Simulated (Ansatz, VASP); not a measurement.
# CdSe: VASP beside Ansatz

```
CELL_PARAMETERS angstrom
4.34072 0.00000 0.00000
-2.17036 3.88962 0.00000
0.00000 0.00000 7.07666
ATOMIC_POSITIONS crystal
Cd 0.33245 0.66491 0.00281
Cd 0.66755 0.33509 0.50281
Se 0.33851 0.67702 0.38219
Se 0.66149 0.32298 0.88219
```

Change from the starting cell: uniaxial_y strain +3.5%.

Alike in both runs: task single point; functional PBE; k mesh 12 × 12 × 4; occupations fermi-dirac, width 0.02 eV; no spin polarisation.

|  | VASP | Ansatz |
| --- | --- | --- |
| version | VASP 6.6.1 | Ansatz 0.2.0 |
| potentials or method | VASP PAW PBE potentials, release 64 (Cd, Se) | plane waves, PAW |
| plane-wave cutoff (eV) | 520 | 420 |
| valence electrons in the cell | 36 | 72 |

VASP gave:

```
pressure (GPa)                                                : 0.1
traceless stress, the component that is largest in VASP (GPa) : -0.77
rms of the force components (eV/Å)                            : 0.004
```

Task: Which values does Ansatz return?

Result: Pressure (GPa): -0.2; traceless stress, the component that is largest in VASP (GPa): -0.76; rms of the force components (eV/Å): 0.002.

Atom by atom the forces differ by 0.001 eV/Å (rms over components). With one functional, cell and mesh, what is left measures potentials, basis and numerics. VASP's potentials hold 36 valence electrons a cell and Ansatz's 72, so a difference there can come from the potentials and not from the codes.
